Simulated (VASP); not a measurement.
Here is a VASP 6.6.1 calculation.

INCAR

```
ALGO = Normal
EDIFF = 1E-7
EDIFFG = -0.03
ENCUT = 600
GGA = PS
GGA_COMPAT = False
IBRION = 2
ISIF = 3
ISMEAR = 0
LASPH = True
LCHARG = False
LREAL = False
LWAVE = False
NELM = 120
NELMIN = 4
NSW = 80
PREC = Accurate
PSTRESS = 60.0
SIGMA = 0.01
```

KPOINTS

```
k-points
0
Gamma
  6 4 6
```

Contents of POSCAR:

```
SnO
1.0
    3.3550050000      0.0000000000      0.0000000000
    0.0000000000      5.6741040000      0.0000000000
    0.0000000000      0.0000000000      4.2219700000
Sn O
2 2
Direct
    0.0000000000      0.2319090000      0.5131440000
    0.5000000000      0.7680910000      0.0131440000
    0.0000000000      0.8912500000      0.7368570000
    0.5000000000      0.1087500000      0.2368570000
```

Potentials or basis: VASP PAW PBE potentials, release 64 (Sn_d, O).

Launch:

```sh
$ cat potpaw_PBE.64/Sn_d/POTCAR potpaw_PBE.64/O/POTCAR > POTCAR
$ mpirun -np 1 vasp_std > vasp.out
```

(1) Estimate the relaxed cell.

(2) Predict the space group after relaxing (to 0.1 Å).

(3) Predict the band gap on the k mesh.

Results:

(1) a = 3.256 Å, b = 5.485 Å, c = 3.457 Å, α = 90.00°, β = 90.00°, γ = 90.00°.

(2) Pmn2_1 (No. 31).

(3) 0.79 eV (least direct gap 1.34 eV).

Caveat: the cell is relaxed towards a set pressure, so the run minimises the enthalpy, not the energy; semilocal functionals underestimate gaps, and a narrow one can read as zero; spin-orbit coupling is left out, which moves the levels of the heavy elements.
